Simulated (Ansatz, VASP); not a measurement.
Given: the input of a run of Ansatz 0.2.0 on SiNi3.

File input.yaml:

```yaml
crystal:
  lattice:
    - [3.542, 0.0, 0.0]
    - [0.0, 3.542, 0.0]
    - [0.0, 0.0, 3.542]
  atoms:
    - { symbol: Ni, position: [0.5, 0.5, 0.0], spin: 2.0 }
    - { symbol: Ni, position: [0.5, 0.0, 0.5], spin: 2.0 }
    - { symbol: Ni, position: [0.0, 0.5, 0.5], spin: 2.0 }
    - { symbol: Si, position: [0.0, 0.0, 0.0] }
hamiltonian:
  xc: pbesol
  pseudopotentials: { kind: paw }
magnetization:
  spin_polarized: true
  initial_magnetization: 6.0
  spin_locking: { lock_magnetization: hard }
kpoints:
  mp_grid: { grid: [6, 6, 6] }
scf:
  occupations: { method: fermi_dirac, width: 0.05 }
  lower_state_search: "off"
output:
  forces: true
  stress: true
  eigenvalues: true
```

Potentials or basis: Ansatz PAW.

The run is started by

```console
$ ansatz run input.yaml --threads 2 --pin off --max-ram 5632MiB --backend cpu --events-out ev --progress --plain --runs-dir out
```

Set up the same calculation for VASP 6.6.1. Potentials there: VASP PAW PBE potentials, release 64 (Ni, Si).

As run (the cutoff follows the program's own potentials):

The input INCAR:

```
  PREC = Accurate
  ENCUT = 520
  EDIFF = 1E-7
  ISMEAR = -1
  SIGMA = 0.05
  LREAL = False
  LASPH = True
  NELM = 150
  ALGO = Normal
  ISIF = 2
  LWAVE = False
  LCHARG = False
  ISPIN = 2
  MAGMOM = 2 2 2 0
  LORBIT = 11
  NUPDOWN = 6.0
  LMAXMIX = 4
  GGA = PS
  NBANDS = 29
```

File KPOINTS:

```
regular mesh
0
Gamma
  6 6 6
```

File POSCAR:

```
SiNi3
1.0
    3.5420000000      0.0000000000      0.0000000000
    0.0000000000      3.5420000000      0.0000000000
    0.0000000000      0.0000000000      3.5420000000
Ni Si
3 1
Direct
    0.5000000000      0.5000000000      0.0000000000
    0.5000000000      0.0000000000      0.5000000000
    0.0000000000      0.5000000000      0.5000000000
    0.0000000000      0.0000000000      0.0000000000
```

Potentials or basis: VASP PAW PBE potentials, release 64 (Ni, Si).

Command:

```sh
$ cat potpaw_PBE.64/Ni/POTCAR potpaw_PBE.64/Si/POTCAR > POTCAR
$ mpirun -np 1 vasp_std > vasp.out
```

Both were run:

|  | VASP | Ansatz | Ansatz less VASP |
| --- | --- | --- | --- |
| pressure (GPa) | 17.3 | 17.2 | -0.13 |
| net moment per atom (μB) | 1.50 | 1.50 | 0.000 |
| size of the moment on the site where the two differ most (μB) | 0.43 | 0.55 | +0.120 |

VASP's potentials were made for PBE, not for PBEsol. Site moments also hang on the region over which each program counts them. VASP's potentials hold 34 valence electrons a cell and Ansatz's 58, so a difference there can come from the potentials and not from the codes.
